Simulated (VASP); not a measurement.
KH3: single point with PBE

Crystal: KH3.

```
K H
1.0
     1.34684   -5.46981    0.00000
     1.34684    5.46981    0.00000
     0.00000    0.00000    4.26218
K H
1 3
Direct
  0.00000 0.00000 0.08654
  0.00000 0.50000 0.09214
  0.50000 0.00000 0.09214
  0.50000 0.50000 0.58655
```

The cell was generated, and may not be a known phase.

```json
{
 "Program": "VASP 6.6.1",
 "Task": "single point",
 "Functional": "PBE",
 "Potentials or basis": "VASP PAW PBE potentials, release 64 (K_sv, H)",
 "Cutoff": "520 eV",
 "k mesh": "18 × 18 × 10",
 "Occupations": "gaussian, width 0.1 eV",
 "Spin": "no spin polarisation",
 "Dipole correction": "no",
 "Further INCAR settings": "ALGO = Fast; EDIFF = 1e-06; NBANDS = 14"
}
```

| Item | Value |
| --- | --- |
| Pressure | 0.0 GPa |
| Band gap on the k mesh | zero (bands 6 and 7 overlap by 0.65 eV) |

Stress tensor (GPa, compression positive):
```
 0.18  0.00  0.00
 0.00 -0.05  0.00
 0.00  0.00  0.00
```

Levels at points of the mesh, in eV from the Fermi level:
```tsv
k point	band 3	band 4	band 5	band 6	band 7	band 8	band 9	band 10
(0.00, 0.00, 0.00)	-13.30	-12.08	-6.28	-1.98	5.03	5.63	7.29	7.43
(0.50, 0.00, 0.00)	-13.08	-12.80	-1.36	-1.17	0.80	5.06	5.44	6.05
(0.50, 0.50, 0.00)	-13.30	-12.08	-6.00	-2.11	4.43	5.76	5.77	6.28
(0.00, 0.00, 0.50)	-13.48	-12.07	-6.12	-0.99	4.91	4.96	5.06	6.69
(0.50, 0.00, 0.50)	-13.07	-12.88	-1.22	-1.01	-0.36	5.43	7.66	7.81
(0.50, 0.50, 0.50)	-13.48	-12.07	-5.87	-0.87	2.92	3.89	5.86	8.34
```

Run time: 32 min on 1 thread of Oxide Virtual Turin-like Processor (shared host), peak memory 0.54 GiB.
